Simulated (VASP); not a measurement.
# ScIn3As (P4mm) in VASP: notebook

ScIn3As is run at these levels: PBE; tasks: single point.

All numbers are computed with VASP 6.6.1; they aren't measurements. Logs are shortened: lines on timing, memory, paths and dates and some standing lists are left out, and cuts for length are marked.

## 1. The cell of the first run

The structure is tetragonal, space group P4mm (No. 99). The conventional cell has a = 5.013 Å, b = 5.013 Å, c = 5.504 Å, α = 90.00°, β = 90.00°, γ = 90.00°. Sc (site symmetry 4mm) has 2 As at 2.60 to 2.90 Å and 4 In at 2.97 Å within 3.4 Å. In (site symmetry 2mm) has 2 As at 2.83 Å and 2 Sc at 2.97 Å and 6 In at 3.38 to 3.54 Å within 3.7 Å. Within 4.4 Å of In (site symmetry 4mm) lie 8 In at 3.38 to 4.09 Å and 4 Sc at 3.61 Å and 4 As at 4.04 Å. Within 3.4 Å of As (site symmetry 4mm) lie 2 Sc at 2.60 to 2.90 Å and 4 In at 2.83 Å.

The cell was generated, and may not be a known phase.

## 2. Single point, PBE

File INCAR:

```
PREC = Accurate ; ENCUT = 520
EDIFF = 1E-6 ; ISMEAR = 0
SIGMA = 0.2 ; LREAL = F
LASPH = T ; NELM = 60
ALGO = Fast ; ISIF = 2
LWAVE = F ; LCHARG = T
GGA = PE ; LELF = T
LVHAR = T ; NBANDS = 36
```

File KPOINTS:

```
Automatic mesh
0
Gamma
  4 4 3
```

File POSCAR:

```
ScIn3As
1.0
    5.0132635516      0.0000000000      0.0000000000
    0.0000000000      5.0132635516      0.0000000000
    0.0000000000      0.0000000000      5.5042252579
Sc In As
1 3 1
Direct
    0.5000000000      0.5000000000      1.0028740525
    0.5000000000      0.0000000000      0.2920836271
    0.0000000000      0.5000000000      0.2920836271
    0.0000000000      0.0000000000      0.8802939716
    0.5000000000      0.5000000000      0.5297372617
```

Potentials or basis: VASP PAW PBE potentials, release 64 (Sc_sv, In_d, As).

Launch:

```
cat potpaw_PBE.64/Sc_sv/POTCAR potpaw_PBE.64/In_d/POTCAR potpaw_PBE.64/As/POTCAR > POTCAR
mpirun -np 1 vasp_std > vasp.out
```

OUTCAR:

```text
PREC = Accurate
   ENCUT = 520
   EDIFF = 1E-6
   ISMEAR = 0
   LREAL = F
   LASPH = T
   NELM = 60
   ISIF = 2
   GGA = PE

 ion  position               nearest neighbor table
   1  0.500  0.500  0.003-   5 2.60   5 2.90   3 2.97   2 2.97   2 2.97   3 2.97   4 3.61   4 3.61
                             4 3.61   4 3.61
   2  0.500  0.000  0.292-   5 2.83   5 2.83   1 2.97   1 2.97   4 3.38   4 3.38   3 3.54   3 3.54
                             3 3.54   3 3.54
   3  0.000  0.500  0.292-   5 2.83   5 2.83   1 2.97   1 2.97   4 3.38   4 3.38   2 3.54   2 3.54
                             2 3.54   2 3.54
   4  0.000  0.000  0.880-   2 3.38   3 3.38   3 3.38   2 3.38   1 3.61   1 3.61   1 3.61   1 3.61

   5  0.500  0.500  0.530-   1 2.60   2 2.83   3 2.83   2 2.83   3 2.83   1 2.90

  LATTYP: Found a simple tetragonal cell.
 ALAT       =     5.0132635516
 C/A-ratio  =     1.0979325546

  Lattice vectors:

 A1 = (   5.0132635516,   0.0000000000,   0.0000000000)
 A2 = (   0.0000000000,   5.0132635516,   0.0000000000)
 A3 = (   0.0000000000,   0.0000000000,   5.5042252579)

Analysis of symmetry for initial positions (statically):
=====================================================================
 Subroutine PRICEL returns:
 Original cell was already a primitive cell.

 Routine SETGRP: Setting up the symmetry group for a
 simple tetragonal supercell.

 Subroutine GETGRP returns: Found  8 space group operations
 (whereof  8 operations were pure point group operations)
 out of a pool of 16 trial point group operations.

The static configuration has the point symmetry C_4v.

Analysis of symmetry for dynamics (positions and initial velocities):
=====================================================================
 Subroutine PRICEL returns:
 Original cell was already a primitive cell.

 Routine SETGRP: Setting up the symmetry group for a
 simple tetragonal supercell.

 Subroutine GETGRP returns: Found  8 space group operations
 (whereof  8 operations were pure point group operations)
 out of a pool of 16 trial point group operations.

The dynamic configuration has the point symmetry C_4v.

 Subroutine INISYM returns: Found  8 space group operations
 (whereof  8 operations are pure point group operations),
 and found     1 'primitive' translations

----------------------------------------------------------------------------------------

[... 86 lines left out ...]
   LREAL  =      F    real-space projection
   EDIFFG = 0.1E-04   stopping-criterion for IOM
   NSW    =      0    number of steps for IOM
   IBRION =     -1    ionic relax: 0-MD 1-quasi-New 2-CG
   NFREE  =      0    steps in history (QN), initial steepest desc. (CG)
   ISIF   =      2    stress and relaxation
   ISYM   =      2    0-nonsym 1-usesym 2-fastsym
   POTIM  = 0.5000    time-step for ionic-motion
   TEBEG  =    0.0;   TEEND  =   0.0 temperature during run
   PSTRESS=    0.0 pullay stress
   NELECT =      55.0000    total number of electrons
   NUPDOWN=      -1.0000    fix difference up-down
   EMIN   =  10.00;   EMAX   =-10.00  energy-range for DOS
   EFERMI =   0.00;   METHOD = LEGACY
   ISMEAR =     0;   SIGMA  =   0.20  broadening in eV -4-tet -1-fermi 0-gaus
   EFERMI_NEDOS =   21; number of points for ismear=-14 and -15
   IALGO  =     68    algorithm
   IMIX   =      4    mixing-type and parameters
     AMIX     =   0.40;   BMIX     =  1.00
     AMIX_MAG =   1.60;   BMIX_MAG =  1.00
  volume/ion in A,a.u.               =      27.67       186.71
  Fermi-wavevector in a.u.,A,eV,Ry     =   1.203788  2.274829 19.716274  1.449105
  Thomas-Fermi vector in A             =   2.339531
   LORBIT       =      0    0 simple, 1 ext, 2 COOP (PROOUT), +10 PAW based schemes
   GGA     = PE    functional components
   LHFCALC =     F    Hartree Fock is set to
   AEXX    =    0.0000 exact exchange contribution
   IVDW    =     0    specifies the selected vdW correction
   LEPSILON=     F    determine dielectric tensor
   LRPA    =     F    only Hartree local field effects (RPA)
 non-spin polarized calculation
 RMM-DIIS sequential band-by-band and
 Gauss-broadening in eV      SIGMA  =   0.20
  energy-cutoff  :      520.00
  volume of cell :      138.34
 maximum number of plane-waves:      3740
 NGX is ok and might be reduce to    40
   NGX = 19   NGY = 19   NGZ = 21

 number of electron      55.0000030 magnetization

 Free energy of the ion-electron system (eV)
  ---------------------------------------------------
  ext. energy  EPLUGINS =         0.00000000
  ---------------------------------------------------
  free energy    TOTEN  =       -18.82261318 eV

  energy without entropy =      -18.77280845  energy(sigma->0) =      -18.79771082

 E-fermi :   5.4626     XC(G=0):  -9.5348

 val. band max:        5.4606910124   @ k =   0.5000   0.5000   0.0000
 cond. band min:       5.4835281599   @ k =   0.0000   0.0000   0.3333
 fundamental gap:      0.0228371476
 Fermi energy:         5.4626352713

 k-point     1 :       0.0000    0.0000    0.0000
  band No.  band energies     occupation
      1     -44.6858      2.00000
      2     -23.3514      2.00000
      3     -23.3514      2.00000
      4     -23.3390      2.00000
      5      -9.5524      2.00000
      6      -9.4384      2.00000
[... 457 lines left out ...]
     35       9.1750      0.00000
     36      10.0795      0.00000

------------------------ aborting loop because EDIFF is reached ----------------------------------------

  FORCE on cell =-STRESS in cart. coord.  units (eV):
  Direction    XX          YY          ZZ          XY          YZ          ZX
  --------------------------------------------------------------------------------------
  -------------------------------------------------------------------------------------
  Total       -0.2548218     -0.2548218      0.4712194      0.0000000     -0.0000000      0.0000000
  in kB       -2.9512763     -2.9512763      5.4575342      0.0000000     -0.0000000      0.0000000
  external PRESSURE =      -0.1483395 kB  Pullay stress =       0.0000000 kB

 VOLUME and BASIS-vectors are now :
 -----------------------------------------------------------------------------
  energy-cutoff  :      520.00
  volume of cell :      138.34
      direct lattice vectors                 reciprocal lattice vectors
     5.013263552  0.000000000  0.000000000     0.199470862  0.000000000  0.000000000
     0.000000000  5.013263552  0.000000000     0.000000000  0.199470862  0.000000000
     0.000000000  0.000000000  5.504225258     0.000000000  0.000000000  0.181678611

 POSITION                                       TOTAL-FORCE (eV/Angst)
 -----------------------------------------------------------------------------------
      2.50663      2.50663      0.01582         0.000000     -0.000000     -0.025328
      2.50663      0.00000      1.60769         0.000000     -0.000000     -0.011913
      0.00000      2.50663      1.60769         0.000000     -0.000000     -0.011913
      0.00000      0.00000      4.84534        -0.000000     -0.000000      0.029811
      2.50663      2.50663      2.91579         0.000000      0.000000      0.019343
 -----------------------------------------------------------------------------------
    total drift:                                0.000000      0.000000      0.000930

  FREE ENERGIE OF THE ION-ELECTRON SYSTEM (eV)
  ---------------------------------------------------
  free  energy   TOTEN  =       -18.8226131835 eV

  energy  without entropy=      -18.7728084538  energy(sigma->0) =      -18.79771082
```

It took 1.9 min on 1 thread of Oxide Virtual Turin-like, shared host; peak memory 0.24 GiB.

Results:

```yaml
Free_energy: -18.8226 eV
Pressure: 0.0 GPa
Largest_force: 0.030 eV/Å
Band_gap_on_the_k_mesh: zero (an odd number of electrons rules out a gap without spin polarisation)
```

Forces on the atoms (eV/Å):
```
Sc   0.000  0.000 -0.025
In   0.000  0.000 -0.012
In   0.000  0.000 -0.012
In   0.000  0.000  0.030
As   0.000  0.000  0.019
```

Levels at points of the mesh, in eV from the Fermi level:
```
           k point  band 26  band 27  band 28  band 29  band 30  band 31
(0.00, 0.00, 0.00)    -0.75     0.06     0.16     0.16     0.94     1.00
(0.50, 0.00, 0.00)    -1.87    -0.84    -0.05     0.32     0.92     1.30
(0.50, 0.50, 0.00)    -1.39    -0.11    -0.11     0.00     0.21     0.94
```

Caveat: the k points lie up to 0.38 Å⁻¹ apart, too coarse for converged energies and pressures of a metal; spin-orbit coupling is left out, which moves the levels of the heavy elements.

## 3. Single point, PBE

This run uses another cell than the first one, of 28.08 Å³/atom.

File INCAR:

```
  PREC = Accurate
  ENCUT = 520
  EDIFF = 1E-6
  ISMEAR = 0
  SIGMA = 0.1
  LREAL = F
  LASPH = T
  NELM = 80
  ALGO = Fast
  ISIF = 2
  LWAVE = F
  LCHARG = F
  GGA = PE
  NBANDS = 36
```

File KPOINTS:

```
regular mesh
0
Gamma
  6 6 6
```

File POSCAR:

```
ScIn3As
1.0
    5.1138290852      0.0000000000      0.0000000000
    0.0000000000      5.1138290852      0.0000000000
    0.0000000000      0.0000000000      5.3689361765
Sc In As
1 3 1
Direct
    0.5000000000      0.5000000000      0.0080411729
    0.5000000000      0.0000000000      0.3013669694
    0.0000000000      0.5000000000      0.3013669694
    0.0000000000      0.0000000000      0.8642198441
    0.5000000000      0.5000000000      0.5220775841
```

Potentials or basis: VASP PAW PBE potentials, release 64 (Sc_sv, In_d, As).

Launch:

```
cat potpaw_PBE.64/Sc_sv/POTCAR potpaw_PBE.64/In_d/POTCAR potpaw_PBE.64/As/POTCAR > POTCAR
mpirun -np 1 vasp_std > vasp.out
```

Wall time 7.8 min (1 thread of Oxide Virtual Turin-like, shared host); peak memory 0.33 GiB.

Results (log left out):

| Quantity | Value |
| --- | --- |
| Free energy | -18.7246 eV |
| Pressure | 0.0 GPa |
| Largest force | 0.005 eV/Å |
| Band gap on the k mesh | zero (an odd number of electrons rules out a gap without spin polarisation) |

Forces in eV/Å, atoms in the order of the input:
```
Sc   0.000  0.000 -0.002
In   0.000  0.000  0.000
In   0.000  0.000  0.000
In   0.000  0.000 -0.003
As   0.000  0.000  0.005
```

Stress tensor (GPa, compression positive):
```
0.01 0.00 0.00
0.00 0.01 0.00
0.00 0.00 0.10
```

Levels at points of the mesh, in eV from the Fermi level:
| k point | band 23 | band 24 | band 25 | band 26 | band 27 | band 28 | band 29 | band 30 | band 31 | band 32 |
| --- | --- | --- | --- | --- | --- | --- | --- | --- | --- | --- |
| (0.00, 0.00, 0.00) | -3.55 | -3.55 | -3.55 | -0.77 | -0.07 | 0.24 | 0.24 | 0.92 | 0.98 | 1.10 |
| (0.50, 0.00, 0.00) | -3.36 | -3.03 | -2.50 | -1.60 | -0.84 | -0.03 | 0.39 | 0.82 | 1.19 | 1.96 |
| (0.50, 0.50, 0.00) | -5.14 | -2.97 | -1.11 | -1.11 | 0.01 | 0.01 | 0.14 | 0.23 | 0.80 | 1.20 |
| (0.00, 0.00, 0.50) | -3.59 | -3.59 | -3.31 | -2.72 | -0.05 | 0.17 | 0.17 | 0.96 | 1.24 | 2.04 |
| (0.50, 0.00, 0.50) | -5.02 | -3.25 | -2.66 | -1.29 | -0.33 | -0.08 | 0.60 | 0.70 | 1.58 | 1.81 |
| (0.50, 0.50, 0.50) | -4.49 | -4.41 | -2.66 | -2.66 | -2.43 | 0.28 | 0.89 | 1.50 | 1.50 | 1.71 |

Caveat: spin-orbit coupling is left out, which moves the levels of the heavy elements.

The gap in the log of VASP goes by the Fermi energy; the results here count the filled bands.